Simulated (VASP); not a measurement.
# CdTe (F-43m) in VASP: G0W0 quasiparticle levels with PBE

Aim: the G0W0 quasiparticle levels of CdTe with PBE.

Program: VASP 6.6.1. These are calculated values, not measurements. Logs are shortened: lines on timing, memory, paths and dates and some standing lists are left out, and cuts for length are marked.

## 1. The cell of the first run

It takes space group F-43m (No. 216, cubic). The conventional cell has a = 6.560 Å, b = 6.560 Å, c = 6.560 Å, α = 90.00°, β = 90.00°, γ = 90.00°. Cd (site symmetry -43m) has 4 Te at 2.84 Å within 3.7 Å. Within 3.7 Å of Te (site symmetry -43m) lie 4 Cd at 2.84 Å.

## 2. G0W0 quasiparticle levels, PBE

POSCAR reads:

```
CdTe
1.0
    0.0000000000      3.2799012430      3.2799012430
    3.2799012430      0.0000000000      3.2799012430
    3.2799012430      3.2799012430      0.0000000000
Cd Te
1 1
Direct
    0.0000000000      0.0000000000      0.0000000000
    0.2500000000      0.2500000000      0.2500000000
```

INCAR.step1 reads:

```
PREC     = Accurate       # precision mode
ENCUT    = 500            # plane-wave cutoff, eV
EDIFF    = 1E-8           # SCF threshold, eV
ISMEAR   = 0              # smearing method
SIGMA    = 0.01           # smearing width, eV
LREAL    = False          # projectors in reciprocal space
LASPH    = True           # aspherical terms in the spheres
NELM     = 80             # most SCF steps
ALGO     = Normal         # electronic algorithm
LWAVE    = True           # write WAVECAR
LCHARG   = False          # write CHGCAR
GGA      = PE             # functional
```

INCAR.step2 reads:

```
PREC     = Accurate       # precision mode
ENCUT    = 500            # plane-wave cutoff, eV
EDIFF    = 1E-8           # SCF threshold, eV
ISMEAR   = 0              # smearing method
SIGMA    = 0.01           # smearing width, eV
LREAL    = False          # projectors in reciprocal space
LASPH    = True           # aspherical terms in the spheres
NELM     = 1              # most SCF steps
ALGO     = Exact          # electronic algorithm
LWAVE    = True           # write WAVECAR
LCHARG   = False          # write CHGCAR
GGA      = PE             # functional
NBANDS   = 159            # bands
LOPTICS  = True           # frequency-dependent dielectric function
ISTART   = 1
```

INCAR.step3 reads:

```
PREC     = Accurate       # precision mode
ENCUT    = 500            # plane-wave cutoff, eV
EDIFF    = 1E-8           # SCF threshold, eV
ISMEAR   = 0              # smearing method
SIGMA    = 0.01           # smearing width, eV
LREAL    = False          # projectors in reciprocal space
LASPH    = True           # aspherical terms in the spheres
ALGO     = EVGW0          # electronic algorithm
LWAVE    = False          # write WAVECAR
LCHARG   = False          # write CHGCAR
GGA      = PE             # functional
NELMGW   = 1            
NBANDS   = 159            # bands
ENCUTGW  = 100.0          # cutoff of the response function
NOMEGA   = 48             # frequency points
PRECFOCK = Fast         
ISTART   = 1            
NBANDSGW = 17
```

KPOINTS reads:

```
Automatic mesh
0
Gamma
  2 2 2
```

Potentials or basis: VASP PAW PBE potentials, release 64 (Cd_GW, Te_GW).

Run with:

```console
cat potpaw_PBE.64/Cd_GW/POTCAR potpaw_PBE.64/Te_GW/POTCAR > POTCAR
cp INCAR.step1 INCAR
mpirun -np 1 vasp_std > vasp.out
cp INCAR.step2 INCAR
mpirun -np 1 vasp_std > vasp.out
cp INCAR.step3 INCAR
mpirun -np 1 vasp_std > vasp.out
```

OUTCAR:

```text
PREC = Accurate
   ENCUT = 500
   EDIFF = 1E-8
   ISMEAR = 0
   LREAL = False
   LASPH = True
   GGA = PE
   NELMGW = 1
   ENCUTGW = 100.0
   PRECFOCK = Fast
   ISTART = 1

 ion  position               nearest neighbor table
   1  0.000  0.000  0.000-   2 2.84   2 2.84   2 2.84   2 2.84
   2  0.250  0.250  0.250-   1 2.84   1 2.84   1 2.84   1 2.84

  LATTYP: Found a face centered cubic cell.
 ALAT       =     6.5598024860

  Lattice vectors:

 A1 = (   0.0000000000,   3.2799012430,   3.2799012430)
 A2 = (   3.2799012430,   0.0000000000,   3.2799012430)
 A3 = (   3.2799012430,   3.2799012430,   0.0000000000)

Analysis of symmetry for initial positions (statically):
=====================================================================
 Subroutine PRICEL returns:
 Original cell was already a primitive cell.

 Routine SETGRP: Setting up the symmetry group for a
 face centered cubic supercell.

 Subroutine GETGRP returns: Found 24 space group operations
 (whereof 24 operations were pure point group operations)
 out of a pool of 48 trial point group operations.

The static configuration has the point symmetry T_d .

Analysis of symmetry for dynamics (positions and initial velocities):
=====================================================================
 Subroutine PRICEL returns:
 Original cell was already a primitive cell.

 Routine SETGRP: Setting up the symmetry group for a
 face centered cubic supercell.

 Subroutine GETGRP returns: Found 24 space group operations
 (whereof 24 operations were pure point group operations)
 out of a pool of 48 trial point group operations.

The dynamic configuration has the point symmetry T_d .

 Subroutine INISYM returns: Found 24 space group operations
 (whereof 24 operations are pure point group operations),
 and found     1 'primitive' translations

----------------------------------------------------------------------------------------

                                     Primitive cell

  volume of cell :      70.5687

  direct lattice vectors                    reciprocal lattice vectors
     0.000000000  3.279901243  3.279901243    -0.152443614  0.152443614  0.152443614
     3.279901243  0.000000000  3.279901243     0.152443614 -0.152443614  0.152443614
     3.279901243  3.279901243  0.000000000     0.152443614  0.152443614 -0.152443614

  length of vectors
     4.638480821  4.638480821  4.638480821     0.264040085  0.264040085  0.264040085

  position of ions in fractional coordinates (direct lattice)
     0.000000000  0.000000000  0.000000000
     0.250000000  0.250000000  0.250000000

  ion indices of the primitive-cell ions
   primitive index   ion index
                 1           1
                 2           2

----------------------------------------------------------------------------------------

 KPOINTS: Automatic mesh

Automatic generation of k-mesh.
 Grid dimensions read from file:
 generate k-points for:    2    2    2

 Generating k-lattice:

  Cartesian coordinates                     Fractional coordinates (reciprocal lattice)
    -0.076221807  0.076221807  0.076221807     0.500000000  0.000000000  0.000000000
     0.076221807 -0.076221807  0.076221807     0.000000000  0.500000000  0.000000000
     0.076221807  0.076221807 -0.076221807     0.000000000  0.000000000  0.500000000

  Length of vectors
     0.132020043  0.132020043  0.132020043

  Shift w.r.t. Gamma in fractional coordinates (k-lattice)
     0.000000000  0.000000000  0.000000000

 Subroutine IBZKPT returns following result:
 ===========================================

 Found      3 irreducible k-points:

 Following reciprocal coordinates:
            Coordinates               Weight
  0.000000  0.000000  0.000000      1.000000
  0.500000  0.000000  0.000000      4.000000
  0.500000  0.500000  0.000000      3.000000
   k-points           NKPTS =      3   k-points in BZ     NKDIM =      8   number of bands    NBANDS=    159
   number of dos      NEDOS =    301   number of ions     NIONS =      2
   total plane-waves  NPLWV =  46656
   dimension x,y,z NGX =    36 NGY =   36 NGZ =   36
   dimension x,y,z NGXF=    72 NGYF=   72 NGZF=   72
   ions per type =               1   1
   NGX,Y,Z   is equivalent  to a cutoff of  12.90, 12.90, 12.90 a.u.
   NGXF,Y,Z  is equivalent  to a cutoff of  25.81, 25.81, 25.81 a.u.
 SYSTEM =  unknown system
   PREC   = accura    normal or accurate (medium, high low for compatibility)
   ISTART =      1    job   : 0-new  1-cont  2-samecut
   ICHARG =      0    charge: 1-file 2-atom 10-const
   ISPIN  =      1    spin polarized calculation?
   LNONCOLLINEAR =      F non collinear calculations
   LSORBIT =      F    spin-orbit coupling
   LASPH  =      T    aspherical Exc in radial PAW
   ENCUT  =  500.0 eV  36.75 Ry    6.06 a.u.   8.46  8.46  8.46*2*pi/ulx,y,z
   NELM   =     60;   NELMIN=  2; NELMDL=  0     # of ELM steps
   EDIFF  = 0.1E-07   stopping-criterion for ELM
   LREAL  =      F    real-space projection
   EDIFFG = 0.1E-06   stopping-criterion for IOM
   NSW    =      0    number of steps for IOM
   IBRION =     -1    ionic relax: 0-MD 1-quasi-New 2-CG
   NFREE  =      0    steps in history (QN), initial steepest desc. (CG)
   ISIF   =      0    stress and relaxation
   ISYM   =      3    0-nonsym 1-usesym 2-fastsym
   POTIM  = 0.5000    time-step for ionic-motion
   TEBEG  =    0.0;   TEEND  =   0.0 temperature during run
   PSTRESS=    0.0 pullay stress
   NELECT =      18.0000    total number of electrons
   NUPDOWN=      -1.0000    fix difference up-down
   EMIN   =  10.00;   EMAX   =-10.00  energy-range for DOS
   EFERMI =   0.00;   METHOD = LEGACY
   ISMEAR =     0;   SIGMA  =   0.01  broadening in eV -4-tet -1-fermi 0-gaus
   EFERMI_NEDOS =   21; number of points for ismear=-14 and -15
   IALGO  =     38    algorithm
   IMIX   =      4    mixing-type and parameters
     AMIX     =   0.40;   BMIX     =  1.00
     AMIX_MAG =   1.60;   BMIX_MAG =  1.00
  volume/ion in A,a.u.               =      35.28       238.11
  Fermi-wavevector in a.u.,A,eV,Ry     =   1.038233  1.961976 14.666102  1.077928
  Thomas-Fermi vector in A             =   2.172708
   LORBIT       =      0    0 simple, 1 ext, 2 COOP (PROOUT), +10 PAW based schemes
   GGA     = PE    functional components
   LHFCALC =     T    Hartree Fock is set to
   PRECFOCK=fast      Normal, Fast or Accurate (Low or Medium for compatibility)
   ENCUT4O =  -1.0   cutoff for four orbital integrals eV
   NKREDX  =     1    reduce k-point grid by
   NKREDY  =     1    reduce k-point grid by
   NKREDZ  =     1    reduce k-point grid by
   AEXX    =    1.0000 exact exchange contribution
   HFSCREEN=    0.0000 screening length (either q_TF or 0.3 A-1)
   HFSCREENC=   0.0000 screening length for correlation (either q_TF or 0.3 A-1)
   ENCUTFOCK=  -1.0 apply spherical cutoff to Coloumb kernel
   IVDW    =     0    specifies the selected vdW correction
   LEPSILON=     F    determine dielectric tensor
   LRPA    =     F    only Hartree local field effects (RPA)
   LRPAFORCE           =     F    calculate RPA forces
   ENCUTGW             = 100.0    cutoff for response function in eV
   ENCUTGWSOFT         =  80.0    soft cutoff for Coulomb kernel in GW response function in eV
   ENCUTLF             =  -1.0    cutoff for local field effects
   NELMGW              =     1    number of iterations in solving QP/BSE equation
   NELMHF              =     1    number of iterations in the inner HF iteration
   NKREDLFX            =     1    NKREDLFY  =   1   NKREDLFZ  =   1
 non-spin polarized calculation
 Gauss-broadening in eV      SIGMA  =   0.01
  energy-cutoff  :      500.00
  volume of cell :       70.57
 maximum number of plane-waves:      1807
 NGX is ok and might be reduce to    36
  NGX = 18; NGY = 18; NGZ = 18
   NGX = 17   NGY = 17   NGZ = 17
 maximum number of plane-waves:       169
 NGX is ok and might be reduce to    18

 QP shifts <psi_nk| G(iteration)W_0 |psi_nk>: iteration 1
 for sc-GW calculations column KS-energies equals QP-energies in previous step
 and V_xc(KS)=  KS-energies - (<T + V_ion + V_H > + <T+V_H+V_ion>^1  + <V_x>^1)

 k-point   1 :       0.0000    0.0000    0.0000
  band No.  KS-energies  QP-energies   sigma(KS)   V_xc(KS)     V^pw_x(r,r')   Z            occupation Imag(sigma)

      1      -7.6836      -7.9251     -11.2629     -10.8852     -17.1326       0.6395       2.0000       1.0108
      2      -5.2772      -6.7770     -17.4309     -15.2829     -23.1106       0.6982       2.0000       0.3578
      3      -5.2772      -6.7770     -17.4309     -15.2829     -23.1106       0.6982       2.0000       0.3578
      4      -5.2772      -6.7770     -17.4309     -15.2829     -23.1106       0.6982       2.0000       0.3578
      5      -5.0656      -6.5875     -17.6687     -15.4899     -23.2665       0.6985       2.0000       0.3144
      6      -5.0656      -6.5875     -17.6687     -15.4899     -23.2665       0.6985       2.0000       0.3144
[... 9 lines left out ...]
     16      12.4711      12.4907      -8.7131      -8.7378      -3.8145       0.7936       0.0000      -0.2290
     17      13.1484      12.7344      -6.9912      -6.4702      -1.7741       0.7945       0.0000      -0.3960

 k-point   2 :       0.5000    0.0000    0.0000
  band No.  KS-energies  QP-energies   sigma(KS)   V_xc(KS)     V^pw_x(r,r')   Z            occupation Imag(sigma)

      1      -7.3333      -7.7801     -12.4278     -11.7435     -18.1527       0.6529       2.0000       0.8438
      2      -5.2244      -6.7341     -17.5004     -15.3455     -23.1656       0.7006       2.0000       0.3516
      3      -5.2244      -6.7341     -17.5004     -15.3455     -23.1656       0.7006       2.0000       0.3516
      4      -5.0565      -6.5826     -17.6889     -15.5143     -23.2988       0.7018       2.0000       0.3184
      5      -5.0565      -6.5826     -17.6889     -15.5143     -23.2988       0.7018       2.0000       0.3184
      6      -4.6833      -6.0746     -16.9895     -15.0639     -22.4468       0.7225       2.0000       0.4165
[... 9 lines left out ...]
     16      13.3433      13.3326      -8.4688      -8.4549      -3.2118       0.7630       0.0000      -0.3005
     17      14.2911      14.3815      -8.6650      -8.7847      -3.1918       0.7552       0.0000      -0.3485

 k-point   3 :       0.5000    0.5000    0.0000
  band No.  KS-energies  QP-energies   sigma(KS)   V_xc(KS)     V^pw_x(r,r')   Z            occupation Imag(sigma)

      1      -7.2311      -7.7499     -12.8423     -12.0560     -18.5460       0.6598       2.0000       0.8000
      2      -5.1476      -6.6504     -17.4313     -15.2783     -23.0077       0.6980       2.0000       0.3226
      3      -5.1393      -6.6663     -17.6706     -15.4976     -23.3380       0.7027       2.0000       0.3495
      4      -5.1393      -6.6663     -17.6706     -15.4976     -23.3380       0.7027       2.0000       0.3495
      5      -5.0387      -6.5608     -17.7031     -15.5334     -23.3120       0.7015       2.0000       0.3141
      6      -4.5307      -5.8440     -16.6276     -14.8264     -22.0065       0.7291       2.0000       0.4462
[... 9 lines left out ...]
     16      14.7027      14.6942      -8.7323      -8.7210      -3.5919       0.7532       0.0000      -0.2880
     17      14.7027      14.6942      -8.7323      -8.7210      -3.5919       0.7532       0.0000      -0.2880
```

Wall time 68 s (1 thread of Intel Xeon Platinum 8124M at 3.00GHz (Skylake/Cascade Lake), shared host); peak memory 0.61 GiB.

Results:

```yaml
Band_gap_on_the_k_mesh_mean-field_level: 0.52 eV, direct
Quasiparticle_gap: 1.18 eV
Least_direct_quasiparticle_gap: 1.18 eV
```

Caveat: the k points lie up to 0.83 Å⁻¹ apart; bands, screening cutoff and mesh are small and nothing is extrapolated, so the quasiparticle values aren't converged; spin-orbit coupling is left out, which moves the levels of the heavy elements.
